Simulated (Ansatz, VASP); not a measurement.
## One calculation of NaCdI3, two programs

File INCAR:

```
SYSTEM = NaCdI3
ALGO     = Normal         ! electronic algorithm
EDIFF    = 1E-7           ! SCF threshold, eV
ENCUT    = 520            ! plane-wave cutoff, eV
GGA      = PE             ! functional
ISIF     = 2              ! what is computed and relaxed
ISMEAR   = -1             ! smearing method
LASPH    = .True.         ! aspherical terms in the spheres
LCHARG   = .False.        ! write CHGCAR
LREAL    = .False.        ! projectors in reciprocal space
LWAVE    = .False.        ! write WAVECAR
NBANDS   = 28             ! bands
NELM     = 80             ! most SCF steps
PREC     = Accurate       ! precision mode
SIGMA    = 0.02           ! smearing width, eV
```

The input KPOINTS:

```
k-points
0
Gamma
  4 4 4
  0 0 0
```

File POSCAR:

```
NaCdI3
1.0
    5.8406864789      0.0000000000      0.0000000000
    0.0000000000      5.8406864789      0.0000000000
    0.0000000000      0.0000000000      5.8406864789
Na Cd I
1 1 3
Direct
    0.0000000000      0.0000000000      0.0000000000
    0.5000000000      0.5000000000      0.5000000000
    0.5000000000      0.5000000000      0.0000000000
    0.5000000000      0.0000000000      0.5000000000
    0.0000000000      0.5000000000      0.5000000000
```

Input for Ansatz:

```yaml
crystal:
  lattice:
    - [5.8406864789, 0.0, 0.0]
    - [0.0, 5.8406864789, 0.0]
    - [0.0, 0.0, 5.8406864789]
  atoms:
    - { symbol: Na, position: [0.0, 0.0, 0.0] }
    - { symbol: Cd, position: [0.5, 0.5, 0.5] }
    - { symbol: I, position: [0.5, 0.5, 0.0] }
    - { symbol: I, position: [0.5, 0.0, 0.5] }
    - { symbol: I, position: [0.0, 0.5, 0.5] }
kpoints:
  mp_grid: { grid: [4, 4, 4] }
hamiltonian:
  xc: pbe
scf:
  occupations: { method: fermi_dirac, width: 0.02 }
  n_extra_bands: 5
output:
  forces: true
  stress: true
  eigenvalues: true
```

Alike in both runs: task single point; functional PBE; k mesh 4 × 4 × 4; occupations fermi-dirac, width 0.02 eV; no spin polarisation.

|  | VASP | Ansatz |
| --- | --- | --- |
| version | VASP 6.6.1 | Ansatz 0.2.0 |
| potentials or method | VASP PAW PBE potentials, release 64 (Na_pv, Cd, I) | plane waves, PAW |
| plane-wave cutoff (eV) | 520 | 420 |
| valence electrons in the cell | 40 | 80 |

```tsv
	VASP	Ansatz	Ansatz less VASP
pressure (GPa)	1.5	1.4	-0.08
```

The functional is the same, so the differences come from potentials, cutoffs and numerics. VASP's potentials hold 40 valence electrons a cell and Ansatz's 80, so a difference there can come from the potentials and not from the codes.

Spin-orbit coupling is off throughout.
